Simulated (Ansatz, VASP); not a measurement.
# Two plane-wave programs on TaF

```xyz
2
Lattice="3.0787 0.0000 0.0000 -1.5393 2.6662 0.0000 0.0000 0.0000 3.0028" Properties=species:S:1:pos:R:3 pbc="T T T"
Ta    0.0000    0.0000    0.0000
F     1.5393    0.8887    1.5014
```

Alike in both runs: task relaxation of cell and atoms; functional PBE; k mesh 6 × 6 × 6; occupations gaussian, width 0.1 eV; no spin polarisation.

```csv
,VASP,Ansatz
version,VASP 6.6.1,Ansatz 0.2.0
potentials or method,"VASP PAW PBE potentials, release 64 (Ta_pv, F), cutoff 600 eV","scalar-relativistic, plane waves, PAW"
valence electrons in the cell,18,20
```

Ansatz gave:

| Quantity | Value |
| --- | --- |
| gap on the k mesh at the Fermi level, each at its own relaxed structure (eV) | none |
| relaxed volume (Å³/atom) | 13.80 |
| relaxed cell length with the largest relative difference (Å) | 4.149 |

**Question.** What did VASP give for the same quantities?

**Answer.** gap on the k mesh at the Fermi level, each at its own relaxed structure (eV): none; relaxed volume (Å³/atom): 13.47; relaxed cell length with the largest relative difference (Å): 4.045.

A gap of «none» marks a metal or a gap that the smearing closes. VASP's potentials hold 18 valence electrons a cell and Ansatz's 20, so a difference there can come from the potentials and not from the codes.

The k mesh is coarse, so the values compare programs but aren't converged. Spin-orbit coupling is off throughout.
